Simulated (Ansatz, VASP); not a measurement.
## One calculation of InAs, two programs

```
In As
1.0
     0.00000    3.09244    3.09244
     3.09244    0.00000    3.09244
     3.09244    3.09244    0.00000
In As
1 1
Cartesian
  0.0000 0.0000 0.0000
  1.5462 1.5462 1.5462
```

Alike in both runs: functional PBE; k mesh 12 × 12 × 12; occupations gaussian, width 0.1 eV; non-collinear spin, spin-orbit coupling.

Ansatz relaxed the structure, and its values are those at the end. VASP's run is a single point on that final structure, the one shown.

|  | VASP | Ansatz |
| --- | --- | --- |
| version | VASP 6.6.1 | Ansatz 0.2.0 |
| potentials or method | VASP PAW PBE potentials, release 64 (In_d, As), cutoff 520 eV | plane waves, PAW |
| valence electrons in the cell | 18 | 28 |

VASP gave:

* pressure (GPa): 0.1
* net moment per atom (μB): 0.00

Problem. What did Ansatz give for the same quantities?

Solution. Pressure (GPa): 0.0; net moment per atom (μB): 0.00.

VASP's potentials hold 18 valence electrons a cell and Ansatz's 28, so a difference there can come from the potentials and not from the codes.
